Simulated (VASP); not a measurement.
Here is a VASP 6.6.1 calculation.

INCAR

```
PREC = Accurate
ENCUT = 520
EDIFF = 1E-7
ISMEAR = 0
SIGMA = 0.1
LREAL = False
LASPH = True
NELM = 80
ALGO = Fast
ISIF = 2
LWAVE = False
LCHARG = False
GGA = PE
NBANDS = 19
```

File KPOINTS:

```
regular mesh
0
Gamma
  18 18 10
```

Contents of POSCAR:

```
Ti
1.0
    2.9674448198      0.0000000000      0.0000000000
   -1.4837224099      2.5698825983      0.0000000000
    0.0000000000      0.0000000000      4.6909211463
Ti
2
Direct
    0.3333333333      0.6666666667      0.2500000000
    0.6666666667      0.3333333333      0.7500000000
```

Potentials or basis: VASP PAW PBE potentials, release 64 (Ti_sv).

The run is started by

```console
$ cat potpaw_PBE.64/Ti_sv/POTCAR > POTCAR
$ mpirun -np 1 vasp_std > vasp.out
```

(1) What does it give for the pressure?

(2) Estimate the band gap on the k mesh.

Results:

(1) -3.3 GPa.

(2) zero (bands 12 and 13 overlap by 1.08 eV).

Caveat: the cell stands under tension.
